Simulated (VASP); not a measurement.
# TaN: electric field gradients with PBE

TaN:

```
Ta N
1.0
     2.98900    0.00000    0.00000
    -1.49450    2.58855    0.00000
     0.00000    0.00000    4.94000
Ta N
2 2
Direct
  0.33333 0.66667 0.00000
  0.66667 0.33333 0.50000
  0.33333 0.66667 0.38500
  0.66667 0.33333 0.88500
```

This cell differs from its parent crystal: equal xx and yy strain of -2 %.

- Program: VASP 6.6.1
- Task: electric field gradients
- Functional: PBE
- Potentials or basis: VASP PAW PBE potentials, release 64 (Ta_pv, N)
- Cutoff: 520 eV
- k mesh: 9 × 9 × 5
- Occupations: fermi-dirac, width 0.01 eV
- Spin: no spin polarisation
- Dipole correction: no
- Further INCAR settings: ALGO = Normal; EDIFF = 1e-08; NBANDS = 24

```yaml
Pressure: 173.8 GPa
Largest_force: 3.625 eV/Å
Band_gap_on_the_k_mesh: zero (band 16 reaches 10.88 eV, above the bottom of band 17 at 8.49 eV)
```

Forces in eV/Å, atoms in the order of the input:
```
Ta   0.000  0.000  3.625
Ta   0.000  0.000  3.625
N    0.000  0.000 -3.625
N    0.000  0.000 -3.625
```

Stress tensor (GPa, compression positive):
```
188.37   0.00   0.00
  0.00 188.37   0.00
  0.00   0.00 144.80
```

Levels at points of the mesh, in eV from the Fermi level:
```
           k point  band 13  band 14  band 15  band 16  band 17  band 18  band 19  band 20
(0.00, 0.00, 0.00)    -8.21    -7.79    -0.78    -0.78    -0.31     2.36     2.78     2.78
```

Electric field gradients, principal values (V/Å²):
```
atom    least   middle  greatest (by size)
1 Ta  -77.806  -77.806             155.613
2 Ta  -77.806  -77.806             155.613
 3 N   -5.613   -5.615              11.228
 4 N   -5.613   -5.615              11.228
```

It took 24 s on 1 thread of Intel Xeon 6975P-C, on a shared host, peak memory 0.18 GiB.

Caveat: the cell differs from its parent crystal (equal xx and yy strain of -2 %); without QUAD_EFG the Cq values of the log hold for a quadrupole moment of 1 mb, not for the nuclei; spin-orbit coupling is left out, which moves the levels of the heavy elements; forces of over 1 eV/Å act on the atoms, so gaps and moduli don't describe the material at rest.
